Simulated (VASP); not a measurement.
# Ni (Pm-3m) in VASP: further runs

Runs on Ni. Level: LDA. Tasks: single point, relaxation of cell and atoms.

Program: VASP 6.6.1. These are calculated values, not measurements. Logs are shortened: lines on timing, memory, paths and dates and some standing lists are left out, and cuts for length are marked.

## Step 1: The cell of the first run

It takes space group Pm-3m (No. 221, cubic). The conventional cell has a = 2.259 Å, b = 2.259 Å, c = 2.259 Å, α = 90.00°, β = 90.00°, γ = 90.00°. Ni (site symmetry m-3m) has 6 Ni at 2.26 Å within 3.0 Å.

## Step 2: Single point, LDA

The input, INCAR:

```
PREC = Accurate
ENCUT = 520
EDIFF = 1E-6
ISMEAR = -1
SIGMA = 0.1
LREAL = F
LASPH = T
NELM = 60
ALGO = Normal
ISIF = 2
LWAVE = F
LCHARG = T
GGA = CA
LELF = T
LVHAR = T
NBANDS = 11
```

The input, KPOINTS:

```
Automatic mesh
0
Gamma
  14 14 14
```

The input, POSCAR:

```
Ni
1.0
    2.2588386216      0.0000000000      0.0000000000
    0.0000000000      2.2588386216      0.0000000000
    0.0000000000      0.0000000000      2.2588386216
Ni
1
Direct
    0.0000000000      0.0000000000      0.0000000000
```

Potentials or basis: VASP PAW LDA potentials, release 64 (Ni).

Command:

```
> cat potpaw_LDA.64/Ni/POTCAR > POTCAR
> mpirun -np 1 vasp_std > vasp.out
```

OUTCAR:

```text
PREC = Accurate
   ENCUT = 520
   EDIFF = 1E-6
   ISMEAR = -1
   LREAL = F
   LASPH = T
   NELM = 60
   ISIF = 2
   GGA = CA

 ion  position               nearest neighbor table
   1  0.000  0.000  0.000-

  LATTYP: Found a simple cubic cell.
 ALAT       =     2.2588386216

  Lattice vectors:

 A1 = (   2.2588386216,   0.0000000000,   0.0000000000)
 A2 = (   0.0000000000,   2.2588386216,   0.0000000000)
 A3 = (   0.0000000000,   0.0000000000,   2.2588386216)

Analysis of symmetry for initial positions (statically):
=====================================================================
 Subroutine PRICEL returns:
 Original cell was already a primitive cell.

 Routine SETGRP: Setting up the symmetry group for a
 simple cubic supercell.

 Subroutine GETGRP returns: Found 48 space group operations
 (whereof 48 operations were pure point group operations)
 out of a pool of 48 trial point group operations.

The static configuration has the point symmetry O_h .

Analysis of symmetry for dynamics (positions and initial velocities):
=====================================================================
 Subroutine PRICEL returns:
 Original cell was already a primitive cell.

 Routine SETGRP: Setting up the symmetry group for a
 simple cubic supercell.

 Subroutine GETGRP returns: Found 48 space group operations
 (whereof 48 operations were pure point group operations)
 out of a pool of 48 trial point group operations.

The dynamic configuration has the point symmetry O_h .

 Subroutine INISYM returns: Found 48 space group operations
 (whereof 48 operations are pure point group operations),
 and found     1 'primitive' translations

----------------------------------------------------------------------------------------

                                     Primitive cell

  volume of cell :      11.5254

  direct lattice vectors                    reciprocal lattice vectors
     2.258838622  0.000000000  0.000000000     0.442705375  0.000000000  0.000000000
     0.000000000  2.258838622  0.000000000     0.000000000  0.442705375  0.000000000
     0.000000000  0.000000000  2.258838622     0.000000000  0.000000000  0.442705375

  length of vectors
     2.258838622  2.258838622  2.258838622     0.442705375  0.442705375  0.442705375

  position of ions in fractional coordinates (direct lattice)
     0.000000000  0.000000000  0.000000000

  ion indices of the primitive-cell ions
   primitive index   ion index
                 1           1

----------------------------------------------------------------------------------------

 KPOINTS: Automatic mesh

Automatic generation of k-mesh.
 Grid dimensions read from file:
 generate k-points for:   14   14   14

 Generating k-lattice:

  Cartesian coordinates                     Fractional coordinates (reciprocal lattice)
     0.031621813  0.000000000  0.000000000     0.071428571  0.000000000  0.000000000
     0.000000000  0.031621813  0.000000000     0.000000000  0.071428571  0.000000000
     0.000000000  0.000000000  0.031621813     0.000000000  0.000000000  0.071428571

  Length of vectors
     0.031621813  0.031621813  0.031621813

  Shift w.r.t. Gamma in fractional coordinates (k-lattice)
     0.000000000  0.000000000  0.000000000

 Subroutine IBZKPT returns following result:
 ===========================================

 Found    120 irreducible k-points:

 Following reciprocal coordinates:
            Coordinates               Weight
  0.000000  0.000000  0.000000      1.000000
  0.071429  0.000000  0.000000      6.000000
  0.142857  0.000000  0.000000      6.000000
  0.214286  0.000000  0.000000      6.000000
  0.285714  0.000000  0.000000      6.000000
  0.357143  0.000000  0.000000      6.000000
[... 16 lines left out ...]
  0.285714  0.214286  0.000000     24.000000
  0.357143  0.214286  0.000000     24.000000
 [... further k-points ...]
   k-points           NKPTS =    120   k-points in BZ     NKDIM =    120   number of bands    NBANDS=     11
   number of dos      NEDOS =    301   number of ions     NIONS =      1
   total plane-waves  NPLWV =   5832
   dimension x,y,z NGX =    18 NGY =   18 NGZ =   18
   dimension x,y,z NGXF=    36 NGYF=   36 NGZF=   36
   ions per type =               1
   NGX,Y,Z   is equivalent  to a cutoff of  13.25, 13.25, 13.25 a.u.
   NGXF,Y,Z  is equivalent  to a cutoff of  26.50, 26.50, 26.50 a.u.
 SYSTEM =  unknown system
   PREC   = accura    normal or accurate (medium, high low for compatibility)
   ISTART =      0    job   : 0-new  1-cont  2-samecut
   ICHARG =      2    charge: 1-file 2-atom 10-const
   ISPIN  =      1    spin polarized calculation?
   LNONCOLLINEAR =      F non collinear calculations
   LSORBIT =      F    spin-orbit coupling
   LASPH  =      T    aspherical Exc in radial PAW
   ENCUT  =  520.0 eV  38.22 Ry    6.18 a.u.   4.20  4.20  4.20*2*pi/ulx,y,z
   NELM   =     60;   NELMIN=  2; NELMDL= -5     # of ELM steps
   EDIFF  = 0.1E-05   stopping-criterion for ELM
[... 57 lines left out ...]
  band No.  band energies     occupation
      1      -0.2263      2.00000
      2       4.4799      2.00000
      3       4.4799      2.00000
      4       8.3245      0.62789
      5       8.3245      0.62789
      6       8.3245      0.62789
      7      28.7813      0.00000
      8      28.7813      0.00000
      9      28.7813      0.00000
     10      32.9164      0.00000
     11      32.9164      0.00000

 k-point     2 :       0.0714    0.0000    0.0000
  band No.  band energies     occupation
      1      -0.0653      2.00000
      2       4.5036      2.00000
      3       4.5570      2.00000
      4       8.2585      0.93930
      5       8.2585      0.93930
      6       8.3298      0.60544
      7      26.8110      0.00000
      8      29.0027      0.00000
      9      29.0027      0.00000
     10      32.9405      0.00000
     11      34.2896      0.00000

 k-point     3 :       0.1429    0.0000    0.0000
  band No.  band energies     occupation
      1       0.4063      2.00000
      2       4.5704      2.00000
      3       4.7807      2.00000
      4       8.0773      1.68868
      5       8.0773      1.68867
      6       8.3446      0.54489
      7      23.6796      0.00000
      8      29.6507      0.00000
      9      29.6507      0.00000
     10      33.0129      0.00000
     11      35.3454      0.00000

 k-point     4 :       0.2143    0.0000    0.0000
  band No.  band energies     occupation
      1       1.1511      2.00000
      2       4.6683      2.00000
      3       5.1303      2.00000
      4       7.8244      1.97102
      5       7.8244      1.97102
      6       8.3660      0.46425
      7      20.5887      0.00000
      8      30.6827      0.00000
      9      30.6827      0.00000
     10      33.1326      0.00000
     11      35.7608      0.00000

 k-point     5 :       0.2857    0.0000    0.0000
  band No.  band energies     occupation
      1       2.0925      2.00000
      2       4.7788      2.00000
      3       5.5811      2.00000
      4       7.5550      1.99801
      5       7.5550      1.99801
      6       8.3898      0.38475
      7      17.7383      0.00000
      8      32.0428      0.00000
      9      32.0428      0.00000
     10      33.2939      0.00000
     11      36.0061      0.00000
[... 211 lines left out ...]
 k-point    21 :       0.5000    0.1429    0.0000
  band No.  band energies     occupation
      1       4.5921      2.00000
      2       5.3491      2.00000
      3       5.5877      2.00000
      4       7.1556      1.99996
      5       8.2172      1.14481
      6       8.9425      0.00189
      7      12.6244      0.00000
      8      30.0319      0.00000
      9      31.7922      0.00000
     10      35.6158      0.00000
     11      37.6846      0.00000

 k-point    22 :       0.2143    0.2143    0.0000
  band No.  band energies     occupation
      1       2.4007      2.00000
      2       5.0372      2.00000
      3       5.6259      2.00000
      4       7.4028      1.99957
      5       7.8384      1.96674
      6       7.9434      1.90779
      7      20.9739      0.00000
      8      23.0816      0.00000
      9      32.5186      0.00000
     10      34.8939      0.00000
     11      37.6063      0.00000

 k-point    23 :       0.2857    0.2143    0.0000
  band No.  band energies     occupation
      1       3.1831      2.00000
      2       5.1436      2.00000
      3       5.9919      2.00000
      4       7.4164      1.99950
      5       7.6247      1.99602
      6       7.9376      1.91277
      7      18.7102      0.00000
      8      23.4685      0.00000
      9      33.8394      0.00000
     10      34.8194      0.00000
     11      35.4252      0.00000

 k-point    24 :       0.3571    0.2143    0.0000
  band No.  band energies     occupation
      1       3.9354      2.00000
      2       5.1903      2.00000
      3       6.1162      2.00000
      4       7.4063      1.99955
      5       7.9662      1.88553
      6       8.0175      1.81589
      7      16.1663      0.00000
      8      24.6470      0.00000
      9      32.3920      0.00000
     10      35.4343      0.00000
     11      35.8065      0.00000

 [... further k-points ...]

------------------------ aborting loop because EDIFF is reached ----------------------------------------

  FORCE on cell =-STRESS in cart. coord.  units (eV):
  Direction    XX          YY          ZZ          XY          YZ          ZX
  --------------------------------------------------------------------------------------
  -------------------------------------------------------------------------------------
  Total       -0.0085829     -0.0085829     -0.0085829      0.0000000     -0.0000000      0.0000000
  in kB       -1.1931267     -1.1931267     -1.1931267      0.0000000     -0.0000000      0.0000000
  external PRESSURE =      -1.1931267 kB  Pullay stress =       0.0000000 kB

 VOLUME and BASIS-vectors are now :
 -----------------------------------------------------------------------------
  energy-cutoff  :      520.00
  volume of cell :       11.53
      direct lattice vectors                 reciprocal lattice vectors
     2.258838622  0.000000000  0.000000000     0.442705375  0.000000000  0.000000000
     0.000000000  2.258838622  0.000000000     0.000000000  0.442705375  0.000000000
     0.000000000  0.000000000  2.258838622     0.000000000  0.000000000  0.442705375

 POSITION                                       TOTAL-FORCE (eV/Angst)
 -----------------------------------------------------------------------------------
      0.00000      0.00000      0.00000         0.000000      0.000000      0.000000
 -----------------------------------------------------------------------------------
    total drift:                                0.000000      0.000000      0.000000

  FREE ENERGIE OF THE ION-ELECTRON SYSTEM (eV)
  ---------------------------------------------------
  free  energy   TOTEN  =        -5.8474782804 eV

  energy  without entropy=       -5.7749407193  energy(sigma->0) =       -5.81120950
```

It took 5 s on 1 thread of Intel Xeon 6975P-C (Granite Rapids), shared host; peak memory 0.12 GiB.

What came out:

```yaml
Free_energy: -5.8475 eV
Pressure: -0.1 GPa
Band_gap_on_the_k_mesh: zero (band 5 reaches 9.16 eV, above the bottom of band 6 at 7.73 eV)
```

Caveat: the run has no spin polarisation, though such a crystal can be magnetic. Spin polarisation is off, so any magnetic state and its effect on volume and gap are missing.

## Step 3: Single point, LDA (volume scaled by 0.88)

The input, INCAR:

```
ALGO     = Normal         # electronic algorithm
EDIFF    = 1E-6           # SCF threshold, eV
ENCUT    = 520            # plane-wave cutoff, eV
GGA      = CA             # functional
ISIF     = 2              # what is computed and relaxed
ISMEAR   = -1             # smearing method
LASPH    = True           # aspherical terms in the spheres
LCHARG   = False          # write CHGCAR
LREAL    = False          # projectors in reciprocal space
LWAVE    = False          # write WAVECAR
NBANDS   = 11             # bands
NELM     = 100            # most SCF steps
PREC     = Accurate       # precision mode
SIGMA    = 0.1            # smearing width, eV
```

The input, KPOINTS:

```
k-points
0
Gamma
  16 16 16
```

The input, POSCAR:

```
Ni
1.0
    2.1646088451      0.0000000000      0.0000000000
    0.0000000000      2.1646088451      0.0000000000
    0.0000000000      0.0000000000      2.1646088451
Ni
1
Direct
    0.0000000000      0.0000000000      0.0000000000
```

Potentials or basis: VASP PAW LDA potentials, release 64 (Ni).

Command:

```
> cat potpaw_LDA.64/Ni/POTCAR > POTCAR
> mpirun -np 1 vasp_std > vasp.out
```

It took 3.4 s on 1 thread of Intel Xeon 6975P-C (Granite Rapids), shared host; peak memory 0.12 GiB.

Results (log left out):

- Free energy: -5.7262 eV
- Pressure: 32.2 GPa
- Band gap on the k mesh: zero (band 5 reaches 11.28 eV, above the bottom of band 6 at 9.61 eV)

Levels at points of the mesh, in eV from the Fermi level:
```csv
k point,band 3,band 4,band 5,band 6,band 7,band 8
"(0.00, 0.00, 0.00)",-4.51,0.10,0.10,0.10,22.14,22.14
"(0.50, 0.00, 0.00)",-1.62,-1.38,-1.38,0.23,5.04,26.63
"(0.50, 0.50, 0.00)",-1.07,-1.07,1.04,5.85,5.85,12.94
"(0.50, 0.50, 0.50)",-4.07,1.12,1.12,13.93,13.93,13.93
```

Caveat: the cell differs from its parent crystal (volume scaled by 0.88); the run has no spin polarisation, though such a crystal can be magnetic.

## Step 4: Relaxation of cell and atoms, LDA

This run uses another cell than the first one, of 11.81 Å³/atom, 1.025 times its volume.

The input, INCAR:

```
SYSTEM = Ni
ALGO     = Normal         ! electronic algorithm
EDIFF    = 1E-6           ! SCF threshold, eV
EDIFFG   = -0.01          ! ionic threshold
ENCUT    = 600            ! plane-wave cutoff, eV
IBRION   = 2              ! ionic algorithm
ISIF     = 3              ! what is computed and relaxed
ISMEAR   = -1             ! smearing method
LASPH    = .TRUE.         ! aspherical terms in the spheres
LCHARG   = .FALSE.        ! write CHGCAR
LREAL    = .FALSE.        ! projectors in reciprocal space
LWAVE    = .FALSE.        ! write WAVECAR
NELM     = 60             ! most SCF steps
NSW      = 80             ! ionic steps
PREC     = Accurate       ! precision mode
SIGMA    = 0.1            ! smearing width, eV
```

The input, KPOINTS:

```
k-points
0
G
  14 14 14
  0 0 0
```

The input, POSCAR:

```
Ni
1.0
    2.2775907947      0.0000000000      0.0000000000
    0.0000000000      2.2775907947      0.0000000000
    0.0000000000      0.0000000000      2.2775907947
Ni
1
Direct
    0.0000000000      0.0000000000      0.0000000000
```

Command:

```
> cat potpaw_LDA.64/Ni/POTCAR > POTCAR
> mpirun -np 1 vasp_std > vasp.out
```

It took 9.2 s on 1 thread of Intel Xeon 6975P-C (Granite Rapids), shared host; peak memory 0.13 GiB.

The run converged. Its results:

| Item | Value |
| --- | --- |
| Free energy | -5.8476 eV |
| Relaxed volume | 11.51 Å³/atom |
| Relaxed cell | a = 2.258 Å, b = 2.258 Å, c = 2.258 Å, α = 90.00°, β = 90.00°, γ = 90.00° |
| Space group after relaxing (to 0.05 Å) | Pm-3m (No. 221) |
| Energy gained by relaxing | 4.4 meV/atom |
| Ionic steps | 3 |
| Pressure after relaxing | 0.0 GPa |
| Band gap on the k mesh | zero (band 5 reaches 9.18 eV, above the bottom of band 6 at 7.74 eV) |

Step by step:
```csv
step,energy change (eV),largest force (eV/Å),pressure (GPa),volume (Å³)
1,0.0000,0.0000,-4.57,11.81
2,-0.0007,0.0000,4.59,11.25
3,-0.0044,0.0000,-0.01,11.51
```

Final structure:
```
CELL_PARAMETERS angstrom
2.25801 0.00000 0.00000
0.00000 2.25801 0.00000
0.00000 0.00000 2.25801
ATOMIC_POSITIONS crystal
Ni 0.00000 0.00000 0.00000
```

Levels at points of the mesh, in eV from the Fermi level:
| k point | band 3 | band 4 | band 5 | band 6 | band 7 | band 8 |
| --- | --- | --- | --- | --- | --- | --- |
| (0.00, 0.00, 0.00) | -3.77 | 0.08 | 0.08 | 0.08 | 20.55 | 20.55 |
| (0.50, 0.00, 0.00) | -1.19 | -1.14 | -1.14 | 0.19 | 4.30 | 25.46 |
| (0.50, 0.50, 0.00) | -0.89 | -0.89 | 0.85 | 5.50 | 5.50 | 12.12 |
| (0.50, 0.50, 0.50) | -3.35 | 0.91 | 0.91 | 12.60 | 12.60 | 12.60 |

Caveat: the run has no spin polarisation, though such a crystal can be magnetic.

## Step 5: Single point, LDA (volume scaled by 0.92)

The input, INCAR:

```
SYSTEM = Ni
PREC     = Accurate       ! precision mode
ENCUT    = 600            ! plane-wave cutoff, eV
EDIFF    = 1E-6           ! SCF threshold, eV
ISMEAR   = -1             ! smearing method
SIGMA    = 0.1            ! smearing width, eV
LREAL    = .FALSE.        ! projectors in reciprocal space
LASPH    = .TRUE.         ! aspherical terms in the spheres
NELM     = 120            ! most SCF steps
ALGO     = Normal         ! electronic algorithm
ISIF     = 2              ! what is computed and relaxed
LWAVE    = .FALSE.        ! write WAVECAR
LCHARG   = .FALSE.        ! write CHGCAR
GGA      = CA             ! functional
NBANDS   = 11             ! bands
GGA_COMPAT= .FALSE.
```

The input, KPOINTS:

```
regular mesh
0
G
  16 16 16
  0 0 0
```

The input, POSCAR:

```
Ni
1.0
    2.1969212036      0.0000000000      0.0000000000
    0.0000000000      2.1969212036      0.0000000000
    0.0000000000      0.0000000000      2.1969212036
Ni
1
Direct
    0.0000000000      0.0000000000      0.0000000000
```

Command:

```
> cat potpaw_LDA.64/Ni/POTCAR > POTCAR
> mpirun -np 1 vasp_std > vasp.out
```

It took 20 s on 1 thread of AMD EPYC 7R13, shared host; peak memory 0.1 GiB.

Results (log left out):

```yaml
Free_energy: -5.7989 eV
Pressure: 18.7 GPa
Band_gap_on_the_k_mesh: zero (band 5 reaches 10.51 eV, above the bottom of band 6 at 8.95 eV)
```

Levels at points of the mesh, in eV from the Fermi level:
```
           k point  band 3  band 4  band 5  band 6  band 7  band 8
(0.00, 0.00, 0.00)   -4.24    0.09    0.09    0.09   21.57   21.57
(0.50, 0.00, 0.00)   -1.46   -1.29   -1.29    0.21    4.77   26.22
(0.50, 0.50, 0.00)   -1.01   -1.01    0.96    5.72    5.72   12.64
(0.50, 0.50, 0.50)   -3.80    1.04    1.04   13.44   13.44   13.44
```

Caveat: the cell differs from its parent crystal (volume scaled by 0.92); the run has no spin polarisation, though such a crystal can be magnetic.

## Step 6: Overview

```csv
task,cell,k mesh,cutoff (eV),gap on the mesh (eV),pressure (GPa)
single point,"a = 2.259 Å, 1 atom",14 × 14 × 14,520,none,-0.1
single point,"a = 2.165 Å, 1 atom",16 × 16 × 16,520,none,32.2
relaxation of cell and atoms,"relaxed from a = 2.278 Å, 1 atom",14 × 14 × 14,600,none,0.0
single point,"a = 2.197 Å, 1 atom",16 × 16 × 16,600,none,18.7
```

Alike in all rows: level LDA; potentials or basis VASP PAW LDA potentials, release 64 (Ni); no spin polarisation; smearing fermi-dirac 0.1 eV.

Caveats: the run has no spin polarisation, though such a crystal can be magnetic.

Total energies depend on the potentials used, so only differences within one code and one set of settings carry meaning.
